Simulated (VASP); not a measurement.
Write the native input for VASP 6.6.1 that does the following.

```yaml
Task: single point
Functional: PBE0
Potentials_or_basis: VASP PAW PBE potentials, release 64 (Na_pv, S)
Cutoff: 400 eV
k_mesh: 4 × 4 × 4
Occupations: gaussian, width 0.01 eV
Spin: no spin polarisation
Dipole_correction: no
Grid_for_exact_exchange_PRECFOCK: Normal
Further_INCAR_settings: ALGO = Normal; EDIFF = 1e-06; NBANDS = 17
Share_of_exact_exchange: 0.25
```

The system is Na2S.

```xyz
3
Lattice="0.0000 3.2554 3.2554 3.2554 0.0000 3.2554 3.2554 3.2554 0.0000" Properties=species:S:1:pos:R:3 pbc="T T T"
Na    1.6277    1.6277    1.6277
Na    4.8831    4.8831    4.8831
S     0.0000    0.0000    0.0000
```

One way to write it, as run:

POSCAR

```
Na2S
1.0
    0.0000000000      3.2554286135      3.2554286135
    3.2554286135      0.0000000000      3.2554286135
    3.2554286135      3.2554286135      0.0000000000
Na S
2 1
Direct
    0.2500000000      0.2500000000      0.2500000000
    0.7500000000      0.7500000000      0.7500000000
    0.0000000000      0.0000000000      0.0000000000
```

INCAR.step1

```
ALGO = Normal
EDIFF = 1E-5
ENCUT = 400
GGA = PE
GGA_COMPAT = False
ISIF = 2
ISMEAR = 0
LASPH = True
LCHARG = False
LREAL = False
LWAVE = True
NBANDS = 17
NELM = 120
PREC = Accurate
SIGMA = 0.01
```

INCAR.step2

```
AEXX = 0.25
ALGO = Normal
EDIFF = 1E-6
ENCUT = 400
GGA = PE
GGA_COMPAT = False
ISIF = 2
ISMEAR = 0
ISTART = 1
LASPH = True
LCHARG = False
LHFCALC = True
LREAL = False
LWAVE = False
NBANDS = 17
NELM = 120
PREC = Accurate
PRECFOCK = Normal
SIGMA = 0.01
```

KPOINTS

```
k-points
0
Gamma
  4 4 4
```

Potentials or basis: VASP PAW PBE potentials, release 64 (Na_pv, S).

Launch:

```bash
$ cat potpaw_PBE.64/Na_pv/POTCAR potpaw_PBE.64/S/POTCAR > POTCAR
$ cp INCAR.step1 INCAR
$ mpirun -np 1 vasp_std > vasp.out
$ cp INCAR.step2 INCAR
$ mpirun -np 1 vasp_std > vasp.out
```

Results of the run:

```json
{
 "Pressure": "-0.1 GPa",
 "Band gap on the k mesh": "4.22 eV"
}
```

Caveat: the PAW data sets were made with another functional, which shifts forces and pressure a little.

Run time: 100 s on 1 thread of Intel(R) Xeon(R) 6975P-C (Granite Rapids), on a shared host, peak memory 0.17 GiB.
